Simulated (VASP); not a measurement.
# NbTe (P-6m2) in VASP: notebook

The runs below take NbTe through single point, with LDA+U, PBEsol+U.

Everything below comes from runs of VASP 6.6.1. Logs are shortened: lines on timing, memory, paths and dates and some standing lists are left out, and cuts for length are marked.

## (1) The cell of the first run

Symmetry: P-6m2, No. 187, hexagonal system. Conventional cell: a = 3.703 Å, b = 3.703 Å, c = 3.694 Å, α = 90.00°, β = 90.00°, γ = 120.00°. Te (site symmetry -6m2) has 6 Nb at 2.83 Å and 2 Te at 3.69 Å within 3.7 Å. Nb (site symmetry -6m2) has 6 Te at 2.83 Å and 2 Nb at 3.69 Å within 3.7 Å.

## (2) Single point, LDA+U

File INCAR:

```
SYSTEM = NbTe
PREC = Accurate
ENCUT = 520
EDIFF = 1E-7
ISMEAR = -1
SIGMA = 0.05
LREAL = .False.
LASPH = .True.
NELM = 150
ALGO = Normal
ISIF = 2
LWAVE = .False.
LCHARG = .False.
LMAXMIX = 4
LDAU = .True.
LDAUTYPE = 2
LDAUL = -1 2
LDAUU = 0 8
LDAUJ = 0 0
LDAUPRINT = 1
NBANDS = 16
```

File KPOINTS:

```
regular mesh
0
Gamma
  8 8 7
  0 0 0
```

File POSCAR:

```
NbTe
1.0
    3.7029743866      0.0000000000      0.0000000000
   -1.8514871933      3.2068698884      0.0000000000
    0.0000000000      0.0000000000      3.6942110000
Te Nb
1 1
Direct
    0.6666666667      0.3333333333      0.0000000000
    0.0000000000      0.0000000000      0.5000000000
```

Potentials or basis: VASP PAW LDA potentials, release 64 (Te, Nb_sv).

Launch:

```bash
> cat potpaw_LDA.64/Te/POTCAR potpaw_LDA.64/Nb_sv/POTCAR > POTCAR
> mpirun -np 1 vasp_std > vasp.out
```

OUTCAR:

```text
SYSTEM = NbTe
   PREC = Accurate
   ENCUT = 520
   EDIFF = 1E-7
   ISMEAR = -1
   LREAL = .False.
   LASPH = .True.
   NELM = 150
   ISIF = 2

 ion  position               nearest neighbor table
   1  0.667  0.333  0.000-   2 2.83   2 2.83   2 2.83   2 2.83   2 2.83   2 2.83
   2  0.000  0.000  0.500-   1 2.83   1 2.83   1 2.83   1 2.83   1 2.83   1 2.83

  LATTYP: Found a hexagonal cell.
 ALAT       =     3.7029743866
 C/A-ratio  =     0.9976334196

  Lattice vectors:

 A1 = (   3.7029743866,   0.0000000000,   0.0000000000)
 A2 = (  -1.8514871933,   3.2068698884,   0.0000000000)
 A3 = (   0.0000000000,   0.0000000000,   3.6942110000)

Analysis of symmetry for initial positions (statically):
=====================================================================
 Subroutine PRICEL returns:
 Original cell was already a primitive cell.

 Routine SETGRP: Setting up the symmetry group for a
 hexagonal supercell.

 Subroutine GETGRP returns: Found 12 space group operations
 (whereof 12 operations were pure point group operations)
 out of a pool of 24 trial point group operations.

The static configuration has the point symmetry D_3h.

Analysis of symmetry for dynamics (positions and initial velocities):
=====================================================================
 Subroutine PRICEL returns:
 Original cell was already a primitive cell.

 Routine SETGRP: Setting up the symmetry group for a
 hexagonal supercell.

 Subroutine GETGRP returns: Found 12 space group operations
 (whereof 12 operations were pure point group operations)
 out of a pool of 24 trial point group operations.

The dynamic configuration has the point symmetry D_3h.

 Subroutine INISYM returns: Found 12 space group operations
 (whereof 12 operations are pure point group operations),
 and found     1 'primitive' translations

----------------------------------------------------------------------------------------

                                     Primitive cell

  volume of cell :      43.8686

  direct lattice vectors                    reciprocal lattice vectors
     3.702974387  0.000000000  0.000000000     0.270053178  0.155915275  0.000000000
    -1.851487193  3.206869888  0.000000000     0.000000000  0.311830550  0.000000000
     0.000000000  0.000000000  3.694211000     0.000000000  0.000000000  0.270693796

  length of vectors
     3.702974387  3.702974387  3.694211000     0.311830550  0.311830550  0.270693796

  position of ions in fractional coordinates (direct lattice)
     0.666666667  0.333333333  0.000000000
     0.000000000  0.000000000  0.500000000

  ion indices of the primitive-cell ions
   primitive index   ion index
                 1           1
                 2           2

----------------------------------------------------------------------------------------

 KPOINTS: regular mesh

Automatic generation of k-mesh.
 Grid dimensions read from file:
 generate k-points for:    8    8    7

 Generating k-lattice:

  Cartesian coordinates                     Fractional coordinates (reciprocal lattice)
     0.033756647  0.019489409  0.000000000     0.125000000  0.000000000  0.000000000
     0.000000000  0.038978819  0.000000000     0.000000000  0.125000000  0.000000000
     0.000000000  0.000000000  0.038670542     0.000000000  0.000000000  0.142857143

  Length of vectors
     0.038978819  0.038978819  0.038670542

  Shift w.r.t. Gamma in fractional coordinates (k-lattice)
     0.000000000  0.000000000  0.000000000

[... 34 lines left out ...]
   total plane-waves  NPLWV =  21952
   dimension x,y,z NGX =    28 NGY =   28 NGZ =   28
   dimension x,y,z NGXF=    56 NGYF=   56 NGZF=   56
   ions per type =               1   1
   NGX,Y,Z   is equivalent  to a cutoff of  12.57, 12.57, 12.60 a.u.
   NGXF,Y,Z  is equivalent  to a cutoff of  25.14, 25.14, 25.20 a.u.
 SYSTEM =  NbTe
   PREC   = accura    normal or accurate (medium, high low for compatibility)
   ISTART =      0    job   : 0-new  1-cont  2-samecut
   ICHARG =      2    charge: 1-file 2-atom 10-const
   ISPIN  =      1    spin polarized calculation?
   LNONCOLLINEAR =      F non collinear calculations
   LSORBIT =      F    spin-orbit coupling
   LASPH  =      T    aspherical Exc in radial PAW
   ENCUT  =  520.0 eV  38.22 Ry    6.18 a.u.   6.89  6.89  6.87*2*pi/ulx,y,z
   NELM   =    150;   NELMIN=  2; NELMDL= -5     # of ELM steps
   EDIFF  = 0.1E-06   stopping-criterion for ELM
   LREAL  =      F    real-space projection
   EDIFFG = 0.1E-05   stopping-criterion for IOM
   NSW    =      0    number of steps for IOM
   IBRION =     -1    ionic relax: 0-MD 1-quasi-New 2-CG
   NFREE  =      0    steps in history (QN), initial steepest desc. (CG)
   ISIF   =      2    stress and relaxation
   ISYM   =      2    0-nonsym 1-usesym 2-fastsym
   POTIM  = 0.5000    time-step for ionic-motion
   TEBEG  =    0.0;   TEEND  =   0.0 temperature during run
   PSTRESS=    0.0 pullay stress
   NELECT =      19.0000    total number of electrons
   NUPDOWN=      -1.0000    fix difference up-down
   EMIN   =  10.00;   EMAX   =-10.00  energy-range for DOS
   EFERMI =   0.00;   METHOD = LEGACY
   ISMEAR =    -1;   SIGMA  =   0.05  broadening in eV -4-tet -1-fermi 0-gaus
   EFERMI_NEDOS =   21; number of points for ismear=-14 and -15
   IALGO  =     38    algorithm
   IMIX   =      4    mixing-type and parameters
     AMIX     =   0.40;   BMIX     =  1.00
     AMIX_MAG =   1.60;   BMIX_MAG =  1.00
  volume/ion in A,a.u.               =      21.93       148.02
  Fermi-wavevector in a.u.,A,eV,Ry     =   1.238630  2.340671 20.874103  1.534203
  Thomas-Fermi vector in A             =   2.373147
   LORBIT       =      0    0 simple, 1 ext, 2 COOP (PROOUT), +10 PAW based schemes
 LDA+U is selected, type is set to LDAUTYPE =  2
   angular momentum for each species LDAUL =    -1    2
   U (eV)           for each species LDAUU =   0.0  8.0
   J (eV)           for each species LDAUJ =   0.0  0.0
   GGA     = CA    functional components
   LHFCALC =     F    Hartree Fock is set to
   AEXX    =    0.0000 exact exchange contribution
   IVDW    =     0    specifies the selected vdW correction
   LEPSILON=     F    determine dielectric tensor
   LRPA    =     F    only Hartree local field effects (RPA)
 non-spin polarized calculation
  energy-cutoff  :      520.00
  volume of cell :       43.87
 maximum number of plane-waves:      1190
 NGX is ok and might be reduce to    28
   NGX = 13   NGY = 13   NGZ = 13

atom =   2  type =  2  l = 2

 onsite density matrix

spin component  1

  0.2119  0.0000 -0.0000  0.0000 -0.0000
  0.0000  0.2146  0.0000  0.0000  0.0000
 -0.0000  0.0000  0.1536  0.0000  0.0000
  0.0000  0.0000  0.0000  0.2146 -0.0000
 -0.0000  0.0000  0.0000 -0.0000  0.2119

spin component  2

  0.2119  0.0000 -0.0000  0.0000 -0.0000
  0.0000  0.2146  0.0000  0.0000  0.0000
 -0.0000  0.0000  0.1536  0.0000  0.0000
  0.0000  0.0000  0.0000  0.2146 -0.0000
 -0.0000  0.0000  0.0000 -0.0000  0.2119

 occupancies and eigenvectors

  o =  0.1536  v =  0.0000 -0.0000  1.0000 -0.0000 -0.0000  0.0000  0.0000  0.0000  0.0000  0.0000      0.0000  0.0000  0.0000  0.0000  0.0000  0.0000  0.0000  0.0000  0.0000  0.0000
  o =  0.1536  v =  0.0000  0.0000  0.0000  0.0000  0.0000  0.0000 -0.0000  1.0000 -0.0000 -0.0000      0.0000  0.0000  0.0000  0.0000  0.0000  0.0000  0.0000  0.0000  0.0000  0.0000
  o =  0.2119  v =  0.0000 -0.0000  0.0000 -0.0000  1.0000  0.0000  0.0000  0.0000  0.0000  0.0000      0.0000  0.0000  0.0000  0.0000  0.0000  0.0000  0.0000  0.0000  0.0000  0.0000
  o =  0.2119  v =  0.0000  0.0000  0.0000  0.0000  0.0000  0.0000 -0.0000  0.0000 -0.0000  1.0000      0.0000  0.0000  0.0000  0.0000  0.0000  0.0000  0.0000  0.0000  0.0000  0.0000
  o =  0.2119  v =  0.0000  0.0000  0.0000  0.0000  0.0000  1.0000  0.0000  0.0000  0.0000  0.0000      0.0000  0.0000  0.0000  0.0000  0.0000  0.0000  0.0000  0.0000  0.0000  0.0000
  o =  0.2119  v =  1.0000  0.0000  0.0000  0.0000  0.0000  0.0000  0.0000  0.0000  0.0000  0.0000      0.0000  0.0000  0.0000  0.0000  0.0000  0.0000  0.0000  0.0000  0.0000  0.0000
  o =  0.2146  v =  0.0000 -0.0000  0.0000  1.0000  0.0000  0.0000  0.0000  0.0000  0.0000  0.0000      0.0000  0.0000  0.0000  0.0000  0.0000  0.0000  0.0000  0.0000  0.0000  0.0000
  o =  0.2146  v =  0.0000  0.0000  0.0000  0.0000  0.0000  0.0000 -0.0000  0.0000  1.0000  0.0000      0.0000  0.0000  0.0000  0.0000  0.0000  0.0000  0.0000  0.0000  0.0000  0.0000
  o =  0.2146  v =  0.0000  0.0000  0.0000  0.0000  0.0000  0.0000  1.0000  0.0000  0.0000  0.0000      0.0000  0.0000  0.0000  0.0000  0.0000  0.0000  0.0000  0.0000  0.0000  0.0000
  o =  0.2146  v =  0.0000  1.0000  0.0000  0.0000  0.0000  0.0000  0.0000  0.0000  0.0000  0.0000      0.0000  0.0000  0.0000  0.0000  0.0000  0.0000  0.0000  0.0000  0.0000  0.0000

 number of electron      18.9999998 magnetization

 Free energy of the ion-electron system (eV)
  ---------------------------------------------------
  ext. energy  EPLUGINS =         0.00000000
  ---------------------------------------------------
  free energy    TOTEN  =        -8.40647657 eV

  energy without entropy =       -8.39310011  energy(sigma->0) =       -8.39978834

 E-fermi :  11.6934     XC(G=0): -11.4925

 val. band max:       11.6892924023   @ k =   0.1250   0.1250   0.0000
 cond. band min:      11.7030389741   @ k =   0.2500   0.1250   0.2857
 fundamental gap:      0.0137465719
 Fermi energy:        11.6933626261

 k-point     1 :       0.0000    0.0000    0.0000
  band No.  band energies     occupation
      1     -45.6179      2.00000
      2     -21.9104      2.00000
      3     -21.6750      2.00000
      4     -21.6750      2.00000
      5      -3.1555      2.00000
      6       8.2272      2.00000
[... 433 lines left out ...]
      3     -21.7685      2.00000
      4     -21.6924      2.00000
      5      -1.4209      2.00000
      6       4.9067      2.00000
[... 8 lines left out ...]
     15      17.5419      0.00000
     16      19.5826      0.00000

 [... further k-points ...]

------------------------ aborting loop because EDIFF is reached ----------------------------------------

  FORCE on cell =-STRESS in cart. coord.  units (eV):
  Direction    XX          YY          ZZ          XY          YZ          ZX
  --------------------------------------------------------------------------------------
  -------------------------------------------------------------------------------------
  Total       -0.4451115     -0.4451115      0.3128904      0.0000000     -0.0000000     -0.0000000
  in kB      -16.2564460    -16.2564460     11.4274423      0.0000000     -0.0000000     -0.0000000
  external PRESSURE =      -7.0284832 kB  Pullay stress =       0.0000000 kB

 VOLUME and BASIS-vectors are now :
 -----------------------------------------------------------------------------
  energy-cutoff  :      520.00
  volume of cell :       43.87
      direct lattice vectors                 reciprocal lattice vectors
     3.702974387  0.000000000  0.000000000     0.270053178  0.155915275  0.000000000
    -1.851487193  3.206869888  0.000000000     0.000000000  0.311830550  0.000000000
     0.000000000  0.000000000  3.694211000     0.000000000  0.000000000  0.270693796

 POSITION                                       TOTAL-FORCE (eV/Angst)
 -----------------------------------------------------------------------------------
      1.85149      1.06896      0.00000        -0.000000      0.000000      0.000000
      0.00000      0.00000      1.84711         0.000000     -0.000000      0.000000
 -----------------------------------------------------------------------------------
    total drift:                               -0.000000      0.000000      0.000000

  FREE ENERGIE OF THE ION-ELECTRON SYSTEM (eV)
  ---------------------------------------------------
  free  energy   TOTEN  =        -8.4064765726 eV

  energy  without entropy=       -8.3931001120  energy(sigma->0) =       -8.39978834
```

Run time: 27 s. Hardware: 1 thread of Intel Xeon Platinum 8488C (Sapphire Rapids), shared host; peak memory 0.15 GiB.

What came out:

| Property | Result |
| --- | --- |
| Free energy | -8.4065 eV |
| Pressure | -0.7 GPa |

Eigenvalues of the final occupation matrices:
```
    site  spin  trace               eigenvalues
site 2 d     1   1.01  0.15 0.21 0.21 0.21 0.21
site 2 d     2   1.01  0.15 0.21 0.21 0.21 0.21
```

Caveat: spin-orbit coupling is left out, which moves the levels of the heavy elements; U without spin polarisation on a metal has little footing; the U is typed as a test and isn't derived for this compound.

(Continued in part 2 of 2.)
